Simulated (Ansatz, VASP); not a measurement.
# ZnTe3O in VASP and in Ansatz

Contents of INCAR:

```
SYSTEM = ZnTe3O
PREC = Accurate
ENCUT = 600
EDIFF = 1E-7
ISMEAR = 0
SIGMA = 0.1
LREAL = .FALSE.
LASPH = .TRUE.
NELM = 60
ALGO = Normal
ISIF = 3
LWAVE = .FALSE.
LCHARG = .FALSE.
GGA = PE
IBRION = 2
NSW = 100
EDIFFG = -0.01
```

File KPOINTS:

```
regular mesh
0
G
  8 8 6
  0 0 0
```

The input POSCAR:

```
ZnTe3O
1.0
    4.8485202454      0.0000000000      0.0000000000
    0.0000000000      4.8485202454      0.0000000000
    0.0000000000      0.0000000000      6.1653263530
Zn Te O
1 3 1
Direct
    0.5000000000      0.5000000000      0.4537647103
    0.5000000000      0.5000000000      0.0368626980
    0.5000000000      0.0000000000      0.6790883176
    0.0000000000      0.5000000000      0.6790883176
    0.0000000000      0.0000000000      0.6791959266
```

Input for Ansatz:

```yaml
crystal:
  lattice:
    - [4.8485202454, 0.0, 0.0]
    - [0.0, 4.8485202454, 0.0]
    - [0.0, 0.0, 6.165326353]
  atoms:
    - { symbol: Zn, position: [0.5, 0.5, 0.4537647103] }
    - { symbol: Te, position: [0.5, 0.5, 0.036862698] }
    - { symbol: Te, position: [0.5, 0.0, 0.6790883176] }
    - { symbol: Te, position: [0.0, 0.5, 0.6790883176] }
    - { symbol: O, position: [0.0, 0.0, 0.6791959266] }
basis:
  ecutwfc: 420
kpoints:
  mp_grid: { grid: [8, 8, 6] }
hamiltonian:
  xc: pbe
scf:
  occupations: { method: gaussian, width: 0.1 }
output:
  forces: true
  stress: true
  eigenvalues: true
relax:
  adjacent_minimum: "off"
  f_tol: 0.01
  max_steps: 80
  cell: { stress_tol: 0.05 }
```

Change from the starting cell: species swapped into the BaTiO3 type (P4mm, No. 99).

Alike in both runs: task relaxation of cell and atoms; functional PBE; k mesh 8 × 8 × 6; occupations gaussian, width 0.1 eV; no spin polarisation.

|  | VASP | Ansatz |
| --- | --- | --- |
| version | VASP 6.6.1 | Ansatz 0.2.0 |
| potentials or method | VASP PAW PBE potentials, release 64 (Zn, Te, O), cutoff 600 eV | scalar-relativistic, plane waves, PAW |
| valence electrons in the cell | 36 | 66 |

```csv
,VASP,Ansatz,Ansatz less VASP
"gap on the k mesh at the Fermi level, each at its own relaxed structure (eV)",none,none,-
relaxed volume (Å³/atom),29.04,29.09,+0.046
relaxed length of the cell vector where the two differ most in proportion (Å),4.768,4.775,+0.0069
```

A gap of «none» marks a metal or a gap that the smearing closes. VASP's potentials hold 36 valence electrons a cell and Ansatz's 66, so a difference there can come from the potentials and not from the codes.

Spin-orbit coupling is off throughout.
